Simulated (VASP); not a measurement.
# CrB3S2 (P6/mmm) in VASP: a series of runs

Runs on CrB3S2. Level: PBE. Tasks: single point, relaxation of cell and atoms.

Everything below comes from runs of VASP 6.6.1. Logs are shortened: lines on timing, memory, paths and dates and some standing lists are left out, and cuts for length are marked.

**1. The cell of the first run**

Symmetry: P6/mmm, No. 191, hexagonal system. Conventional cell: a = 4.007 Å, b = 4.007 Å, c = 7.157 Å, α = 90.00°, β = 90.00°, γ = 120.00°. Cr (site symmetry 6/mmm) has 6 B at 2.00 Å and 2 S at 2.20 Å within 2.7 Å. Within 2.7 Å of B (site symmetry mmm) lie 4 B at 2.00 Å and 2 Cr at 2.00 Å. Within 3.0 Å of S (site symmetry 6mm) lie 1 Cr at 2.20 Å and 1 S at 2.76 Å and 6 B at 2.97 Å.

The cell was generated, and may not be a known phase.

**2. Single point, PBE, collinear spin, ferromagnetic start**

File INCAR:

```
SYSTEM = CrB3S2
PREC     = Accurate       ! precision mode
ENCUT    = 520            ! plane-wave cutoff, eV
EDIFF    = 1E-7           ! SCF threshold, eV
ISMEAR   = 0              ! smearing method
SIGMA    = 0.1            ! smearing width, eV
LREAL    = .False.        ! projectors in reciprocal space
LASPH    = .True.         ! aspherical terms in the spheres
NELM     = 150            ! most SCF steps
ALGO     = Normal         ! electronic algorithm
ISIF     = 2              ! what is computed and relaxed
LWAVE    = .False.        ! write WAVECAR
LCHARG   = .False.        ! write CHGCAR
ISPIN    = 2              ! spin polarisation
MAGMOM   = 3 0 0 0 0 0    ! initial moments
LORBIT   = 11             ! projections on sites
LMAXMIX  = 4              ! l up to which the mixer works
GGA      = PE             ! functional
NBANDS   = 30             ! bands
```

File KPOINTS:

```
regular mesh
0
Gamma
  6 6 4
  0 0 0
```

File POSCAR:

```
CrB3S2
1.0
    4.0070284081      0.0000000000      0.0000000000
   -2.0035142040      3.4701883951      0.0000000000
    0.0000000000      0.0000000000      7.1565671708
Cr B S
1 3 2
Direct
    0.0000000000      0.0000000000      0.0000000000
    0.5000000000      0.0000000000      0.0000000000
    0.0000000000      0.5000000000      0.0000000000
    0.5000000000      0.5000000000      0.0000000000
    0.0000000000      0.0000000000      0.6928942135
    0.0000000000      0.0000000000      0.3071057865
```

Potentials or basis: VASP PAW PBE potentials, release 64 (Cr_pv, B, S).

Command:

```console
cat potpaw_PBE.64/Cr_pv/POTCAR potpaw_PBE.64/B/POTCAR potpaw_PBE.64/S/POTCAR > POTCAR
mpirun -np 1 vasp_std > vasp.out
```

OUTCAR:

```text
SYSTEM = CrB3S2
   PREC = Accurate
   ENCUT = 520
   EDIFF = 1E-7
   ISMEAR = 0
   LREAL = .False.
   LASPH = .True.
   NELM = 150
   ISIF = 2
   ISPIN = 2
   LORBIT = 11
   GGA = PE

 ion  position               nearest neighbor table
   1  0.000  0.000  0.000-   3 2.00   3 2.00   2 2.00   2 2.00   4 2.00   4 2.00   6 2.20   5 2.20

   2  0.500  0.000  0.000-   4 2.00   4 2.00   1 2.00   1 2.00   3 2.00   3 2.00
   3  0.000  0.500  0.000-   1 2.00   1 2.00   4 2.00   4 2.00   2 2.00   2 2.00
   4  0.500  0.500  0.000-   2 2.00   2 2.00   3 2.00   3 2.00   1 2.00   1 2.00
   5  0.000  0.000  0.693-   1 2.20   6 2.76
   6  0.000  0.000  0.307-   1 2.20   5 2.76

  LATTYP: Found a hexagonal cell.
 ALAT       =     4.0070284081
 C/A-ratio  =     1.7860036022

  Lattice vectors:

 A1 = (   4.0070284081,   0.0000000000,   0.0000000000)
 A2 = (  -2.0035142040,   3.4701883951,   0.0000000000)
 A3 = (   0.0000000000,   0.0000000000,   7.1565671708)

Analysis of symmetry for initial positions (statically):
=====================================================================
 Subroutine PRICEL returns:
 Original cell was already a primitive cell.

 Routine SETGRP: Setting up the symmetry group for a
 hexagonal supercell.

 Subroutine GETGRP returns: Found 24 space group operations
 (whereof 24 operations were pure point group operations)
 out of a pool of 24 trial point group operations.

The static configuration has the point symmetry D_6h.

Analysis of symmetry for dynamics (positions and initial velocities):
=====================================================================
 Subroutine PRICEL returns:
 Original cell was already a primitive cell.

 Routine SETGRP: Setting up the symmetry group for a
 hexagonal supercell.

 Subroutine GETGRP returns: Found 24 space group operations
 (whereof 24 operations were pure point group operations)
 out of a pool of 24 trial point group operations.

The dynamic configuration has the point symmetry D_6h.

Analysis of structural, dynamic, and magnetic symmetry:
=====================================================================
 Subroutine PRICEL returns:
 Original cell was already a primitive cell.

 Routine SETGRP: Setting up the symmetry group for a
 hexagonal supercell.

 Subroutine GETGRP returns: Found 24 space group operations
 (whereof 24 operations were pure point group operations)
 out of a pool of 24 trial point group operations.

[... 139 lines left out ...]
 maximum number of plane-waves:      2705
 NGX is ok and might be reduce to    30
   NGX = 15   NGY = 15   NGZ = 27

 number of electron      33.0000016 magnetization      -0.0002404

 number of electron      33.0000016 magnetization       0.0000703

 Free energy of the ion-electron system (eV)
  ---------------------------------------------------
  ext. energy  EPLUGINS =         0.00000000
  ---------------------------------------------------
  free energy    TOTEN  =       -34.20244867 eV

  energy without entropy =      -34.17825325  energy(sigma->0) =      -34.19035096

 E-fermi :   2.9854     XC(G=0):  -9.1910

 val. band max:        2.9828497334   @ k =   0.0000   0.0000   0.2500
 cond. band min:       3.0130605597   @ k =   0.5000   0.0000   0.5000
 fundamental gap:      0.0302108263
 Fermi energy:         2.9854082322

 spin component 1

 k-point     1 :       0.0000    0.0000    0.0000
  band No.  band energies     occupation
      1     -40.3906      1.00000
      2     -40.1030      1.00000
      3     -40.1030      1.00000
      4     -10.3162      1.00000
      5      -8.8180      1.00000
      6      -7.9208      1.00000
[... 640 lines left out ...]
     27      11.3395      0.00000
     28      11.3395      0.00000
 Fermi energy:         2.9854082322

 spin component 2

 k-point     1 :       0.0000    0.0000    0.0000
  band No.  band energies     occupation
      1     -40.3906      1.00000
      2     -40.1030      1.00000
      3     -40.1030      1.00000
      4     -10.3162      1.00000
      5      -8.8180      1.00000
      6      -7.9208      1.00000
[... 640 lines left out ...]
     27      11.3394      0.00000
     28      11.3394      0.00000
 [bands above 28 left out]

------------------------ aborting loop because EDIFF is reached ----------------------------------------

  FORCE on cell =-STRESS in cart. coord.  units (eV):
  Direction    XX          YY          ZZ          XY          YZ          ZX
  --------------------------------------------------------------------------------------
  -------------------------------------------------------------------------------------
  Total       -0.1641176     -0.1641176     -0.1068573     -0.0000000     -0.0000000      0.0000000
  in kB       -2.6423201     -2.6423201     -1.7204209     -0.0000000     -0.0000000      0.0000000
  external PRESSURE =      -2.3350204 kB  Pullay stress =       0.0000000 kB

 VOLUME and BASIS-vectors are now :
 -----------------------------------------------------------------------------
  energy-cutoff  :      520.00
  volume of cell :       99.51
      direct lattice vectors                 reciprocal lattice vectors
     4.007028408  0.000000000  0.000000000     0.249561495  0.144084396  0.000000000
    -2.003514204  3.470188395  0.000000000     0.000000000  0.288168793  0.000000000
     0.000000000  0.000000000  7.156567171     0.000000000  0.000000000  0.139731798

 POSITION                                       TOTAL-FORCE (eV/Angst)
 -----------------------------------------------------------------------------------
      0.00000      0.00000      0.00000        -0.000000      0.000000      0.000000
      2.00351      0.00000      0.00000        -0.000000      0.000000      0.000000
     -1.00176      1.73509      0.00000        -0.000000      0.000000      0.000000
      1.00176      1.73509      0.00000        -0.000000      0.000000      0.000000
      0.00000      0.00000      4.95874         0.000000     -0.000000      0.038246
      0.00000      0.00000      2.19782        -0.000000      0.000000     -0.038246
 -----------------------------------------------------------------------------------
    total drift:                               -0.000000     -0.000000      0.000000

  FREE ENERGIE OF THE ION-ELECTRON SYSTEM (eV)
  ---------------------------------------------------
  free  energy   TOTEN  =       -34.2024486656 eV

  energy  without entropy=      -34.1782532459  energy(sigma->0) =      -34.19035096

 total charge

# of ion       s       p       d       tot
------------------------------------------
    1        0.462   6.679   4.546  11.687
    2        0.717   1.014   0.000   1.731
    3        0.717   1.014   0.000   1.731
    4        0.717   1.014   0.000   1.731
    5        1.396   2.180   0.000   3.575
    6        1.396   2.180   0.000   3.575
--------------------------------------------------
tot          5.403  14.082   4.546  24.031

 magnetization (x)

# of ion       s       p       d       tot
------------------------------------------
    1        0.000   0.000  -0.000  -0.000
    2        0.000   0.000   0.000   0.000
    3        0.000   0.000   0.000   0.000
    4        0.000   0.000   0.000   0.000
    5        0.000   0.000   0.000   0.000
    6        0.000   0.000   0.000   0.000
--------------------------------------------------
tot          0.000   0.000  -0.000   0.000
```

stdout:

```text
POSCAR found type information on POSCAR CrB S
 POSCAR found :  3 types and       6 ions
 scaLAPACK will be used
 LDA part: xc-table for (Slater+PW92), standard interpolation
 POSCAR, INCAR and KPOINTS ok, starting setup
 FFT: planning ... GRIDC
 FFT: planning ... GRID_SOFT
 FFT: planning ... GRID
 WAVECAR not read
 entering main loop
```

Wall time 3.8 min (1 thread of Intel Xeon Platinum 8259CL at 2.50GHz (Skylake/Cascade Lake), shared host); peak memory 0.3 GiB.

Results:

- Free energy: -34.2024 eV
- Pressure: -0.2 GPa
- Largest force: 0.038 eV/Å
- Net moment: 0.00 μB per cell
- Valence electrons inside the program's atomic spheres: Cr 11.69; B 1.73; S 3.58

Forces on the atoms (eV/Å):
```
Cr   0.000  0.000  0.000
B    0.000  0.000  0.000
B    0.000  0.000  0.000
B    0.000  0.000  0.000
S    0.000  0.000  0.038
S    0.000  0.000 -0.038
```

Stress tensor (GPa, compression positive):
```
-0.26  0.00  0.00
 0.00 -0.26  0.00
 0.00  0.00 -0.17
```

Levels at points of the mesh, in eV from the Fermi level:
Spin up:
```csv
k point,band 12,band 13,band 14,band 15,band 16,band 17,band 18,band 19,band 20,band 21
"(0.00, 0.00, 0.00)",-2.81,-2.81,-2.10,-2.10,-0.22,-0.22,1.17,1.17,1.26,2.43
"(0.50, 0.00, 0.00)",-2.88,-2.67,-2.43,-1.05,-0.63,0.25,0.97,1.36,1.81,2.83
"(0.00, 0.00, 0.50)",-2.73,-2.49,-2.30,-2.30,-0.48,0.35,0.35,0.67,0.67,3.83
"(0.50, 0.00, 0.50)",-2.88,-2.86,-2.38,-1.55,-0.67,0.03,0.41,1.23,1.39,2.73
```
Spin down:
| k point | band 12 | band 13 | band 14 | band 15 | band 16 | band 17 | band 18 | band 19 | band 20 | band 21 |
| --- | --- | --- | --- | --- | --- | --- | --- | --- | --- | --- |
| (0.00, 0.00, 0.00) | -2.81 | -2.81 | -2.10 | -2.10 | -0.22 | -0.22 | 1.17 | 1.17 | 1.26 | 2.43 |
| (0.50, 0.00, 0.00) | -2.88 | -2.67 | -2.43 | -1.05 | -0.63 | 0.25 | 0.97 | 1.36 | 1.81 | 2.83 |
| (0.00, 0.00, 0.50) | -2.73 | -2.49 | -2.30 | -2.30 | -0.48 | 0.35 | 0.35 | 0.67 | 0.67 | 3.83 |
| (0.50, 0.00, 0.50) | -2.88 | -2.86 | -2.38 | -1.55 | -0.67 | 0.03 | 0.41 | 1.23 | 1.39 | 2.73 |

Caveat: the moments typed at the start vanished in this run. With open d or f shells a metallic result of PBE can be an artefact of self-interaction; +U or a hybrid may open a gap.

**3. Relaxation of cell and atoms, PBE**

File INCAR:

```
SYSTEM = CrB3S2
PREC = Accurate ; ENCUT = 600
EDIFF = 1E-6 ; ISMEAR = 0
SIGMA = 0.1 ; LREAL = .False.
LASPH = .True. ; NELM = 100
ALGO = Normal ; ISIF = 3
LWAVE = .False. ; LCHARG = .False.
GGA = PE ; IBRION = 2
NSW = 100 ; EDIFFG = -0.01
```

File KPOINTS:

```
Automatic mesh
0
Gamma
  12 12 6
  0 0 0
```

POSCAR is that of step 2.

Potentials or basis: VASP PAW PBE potentials, release 64 (Cr_pv, B, S).

Command:

```console
cat potpaw_PBE.64/Cr_pv/POTCAR potpaw_PBE.64/B/POTCAR potpaw_PBE.64/S/POTCAR > POTCAR
mpirun -np 1 vasp_std > vasp.out
```

Run time: 24 min. Hardware: 1 thread of Intel Xeon Platinum 8259CL at 2.50GHz (Skylake/Cascade Lake), shared host; peak memory 0.39 GiB.

It converged, with:

```yaml
Free_energy: -34.2551 eV
Relaxed_volume: 16.83 Å³/atom
Relaxed_cell: a = 4.002 Å, b = 4.002 Å, c = 7.282 Å, α = 90.00°, β = 90.00°, γ = 120.00°
Space_group_after_relaxing_to_0.1_Å: P6/mmm (No. 191)
Energy_gained_by_relaxing: 0.6 meV/atom
Ionic_steps: 15
Pressure_after_relaxing: 0.0 GPa
Largest_force_after_relaxing: 0.004 eV/Å
Band_gap_on_the_k_mesh: zero (an odd number of electrons rules out a gap without spin polarisation)
```

Forces in eV/Å, atoms in the order of the input:
```
Cr   0.000  0.000  0.000
B    0.000  0.000  0.000
B    0.000  0.000  0.000
B    0.000  0.000  0.000
S    0.000  0.000 -0.004
S    0.000  0.000  0.004
```

Step by step:
```tsv
step	energy change (eV)	largest force (eV/Å)	pressure (GPa)	volume (Å³)
1	0.0000	0.0930	-0.39	99.51
2	-0.0006	0.0025	0.34	98.93
3	-0.0008	0.0293	0.12	99.12
4	-0.0011	0.0409	0.13	99.20
5	-0.0016	0.0761	0.11	99.44
6	-0.0018	0.0721	0.11	99.49
7	-0.0022	0.0604	0.08	99.64
8	-0.0029	0.0346	0.05	99.93
9	-0.0034	0.0205	-0.01	100.52
10	-0.0037	0.0110	-0.04	100.74
11	-0.0038	0.0032	-0.07	100.93
12	-0.0039	0.0119	-0.10	101.32
13	-0.0039	0.0079	-0.10	101.21
14	-0.0039	0.0026	-0.09	101.07
15	-0.0039	0.0035	0.02	100.98
```

Final structure:
```yaml
crystal:
  lattice:
    - [4.00165, 0.00000, 0.00000]
    - [-2.00083, 3.46553, 0.00000]
    - [0.00000, 0.00000, 7.28160]
  atoms:
    - { symbol: Cr, position: [0.00000, 0.00000, 0.00000] }
    - { symbol: B, position: [0.50000, 0.00000, 0.00000] }
    - { symbol: B, position: [0.00000, 0.50000, 0.00000] }
    - { symbol: B, position: [0.50000, 0.50000, 0.00000] }
    - { symbol: S, position: [0.00000, 0.00000, 0.69951] }
    - { symbol: S, position: [0.00000, 0.00000, 0.30049] }
```

Levels at points of the mesh, in eV from the Fermi level:
| k point | band 13 | band 14 | band 15 | band 16 | band 17 | band 18 | band 19 | band 20 |
| --- | --- | --- | --- | --- | --- | --- | --- | --- |
| (0.00, 0.00, 0.00) | -2.81 | -2.15 | -2.15 | -0.11 | -0.11 | 1.06 | 1.14 | 1.14 |
| (0.50, 0.00, 0.00) | -2.72 | -2.32 | -1.27 | -0.52 | 0.20 | 0.95 | 1.38 | 1.72 |
| (0.00, 0.00, 0.50) | -2.70 | -2.29 | -2.29 | -0.42 | 0.31 | 0.31 | 0.76 | 0.76 |
| (0.50, 0.00, 0.50) | -2.86 | -2.59 | -1.63 | -0.56 | -0.02 | 0.50 | 1.24 | 1.41 |

Caveat: this functional lacks dispersion, which binds layers or chains, so the pressure and a relaxed spacing across them are unreliable; an odd number of electrons without spin polarisation forces a metal; a magnetic or distorted state may lie lower; the run has no spin polarisation, though such a crystal can be magnetic. With open d or f shells a metallic result of PBE can be an artefact of self-interaction; +U or a hybrid may open a gap.

The gap in the log of VASP goes by the Fermi energy; the results here count the filled bands.